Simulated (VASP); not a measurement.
Here is a VASP 6.6.1 calculation.

Contents of INCAR:

```
SYSTEM = Sb
  PREC = Accurate
  ENCUT = 520
  EDIFF = 1E-6
  ISMEAR = -1
  SIGMA = 0.1
  LREAL = .False.
  LASPH = .True.
  NELM = 60
  ALGO = Normal
  ISIF = 2
  LWAVE = .False.
  LCHARG = .False.
  GGA = PE
  NBANDS = 8
```

KPOINTS

```
regular mesh
0
Gamma
  7 8 8
  0 0 0
```

Contents of POSCAR:

```
Sb
1.0
   -1.7666446310      1.8231785414      1.9207606382
    1.6903078255     -1.7415529504      1.7628082583
    1.7782539156      1.7531622350     -1.8391350472
Sb
1
Direct
    0.0000000000      0.0000000000      0.0000000000
```

Potentials or basis: VASP PAW PBE potentials, release 64 (Sb).

Command:

```sh
$ cat potpaw_PBE.64/Sb/POTCAR > POTCAR
$ mpirun -np 1 vasp_std > vasp.out
```

What does it give for the pressure?

16.0 GPa.

Stress tensor (GPa, compression positive):
```
18.76 -1.37  0.10
-1.37 16.25 -1.55
 0.10 -1.55 13.05
```
